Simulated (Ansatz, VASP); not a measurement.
Mo in VASP and in Ansatz

File INCAR:

```
  PREC = Accurate
  ENCUT = 520
  EDIFF = 1E-7
  ISMEAR = 0
  SIGMA = 0.15
  LREAL = F
  LASPH = T
  NELM = 80
  ALGO = Fast
  ISIF = 2
  LWAVE = F
  LCHARG = F
  GGA = PE
  NBANDS = 21
```

KPOINTS

```
regular mesh
0
Gamma
  24 24 14
```

Contents of POSCAR:

```
Mo
1.0
   -1.5802194352      1.5802194352      1.5802194352
    1.5802194352     -1.5802194352      1.5802194352
    3.1604388703      3.1604388703      0.0000000000
Mo
2
Direct
   -0.0474617628     -0.0474617628      0.0000000000
    0.5474617628      0.5474617628      0.5000000000
```

Input for Ansatz:

```yaml
crystal:
  lattice:
    - [-1.5802194352, 1.5802194352, 1.5802194352]
    - [1.5802194352, -1.5802194352, 1.5802194352]
    - [3.1604388703, 3.1604388703, 0.0]
  atoms:
    - { symbol: Mo, position: [-0.0474617628, -0.0474617628, 0.0] }
    - { symbol: Mo, position: [0.5474617628, 0.5474617628, 0.5] }
basis:
  ecutwfc: 420
kpoints:
  mp_grid: { grid: [24, 24, 14] }
hamiltonian:
  xc: pbe
scf:
  occupations: { method: gaussian, width: 0.15 }
output:
  forces: true
  stress: true
  eigenvalues: true
```

Change from the starting cell: mode 4 (132.6 1/cm) frozen in, largest displacement -0.150 Å.

Alike in both runs: task single point; functional PBE; k mesh 24 × 24 × 14; occupations gaussian, width 0.15 eV; no spin polarisation.

|  | VASP | Ansatz |
| --- | --- | --- |
| version | VASP 6.6.1 | Ansatz 0.2.0 |
| potentials or method | VASP PAW PBE potentials, release 64 (Mo_sv), cutoff 520 eV | scalar-relativistic, plane waves, PAW |
| valence electrons in the cell | 28 | 28 |

|  | VASP | Ansatz | Ansatz less VASP |
| --- | --- | --- | --- |
| gap on the k mesh at the Fermi level (eV) | none | none | - |
| pressure (GPa) | 4.0 | 3.5 | -0.56 |
| traceless stress, the component that is largest in VASP (GPa) | 3.20 | 3.13 | -0.066 |
| rms of the force components (eV/Å) | 0.805 | 0.797 | -0.0081 |

Atom by atom the forces differ by 0.008 eV/Å (rms over components). A gap of «none» marks a metal or a gap that the smearing closes. With one functional, cell and mesh, what is left measures potentials, basis and numerics.
